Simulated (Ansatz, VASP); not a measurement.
AlN: VASP beside Ansatz

```
Al N
1.0
     0.00000    2.02902    2.02902
     2.02902    0.00000    2.02902
     2.02902    2.02902    0.00000
Al N
1 1
Direct
  0.50000 0.50000 0.50000
  0.00000 0.00000 0.00000
```

Alike in both runs: task single point; functional LDA; k mesh 10 × 10 × 10; occupations gaussian, width 0.02 eV; no spin polarisation.

```csv
,VASP,Ansatz
version,VASP 6.6.1,Ansatz 0.2.0
potentials or method,"VASP PAW LDA potentials, release 64 (Al, N), cutoff 600 eV","scalar-relativistic, plane waves, PAW"
valence electrons in the cell,8,8
```

VASP gave:

* gap on the k mesh at the Fermi level (eV): 4.36
* least direct gap on the mesh (eV): 5.61
* pressure (GPa): -8.6

Question: Which values does Ansatz return?

Answer: gap on the k mesh at the Fermi level (eV): 4.37; least direct gap on the mesh (eV): 5.60; pressure (GPa): -9.1.

LDA's correlation is that of Perdew and Zunger in VASP and of Perdew and Wang (1992) in Ansatz.
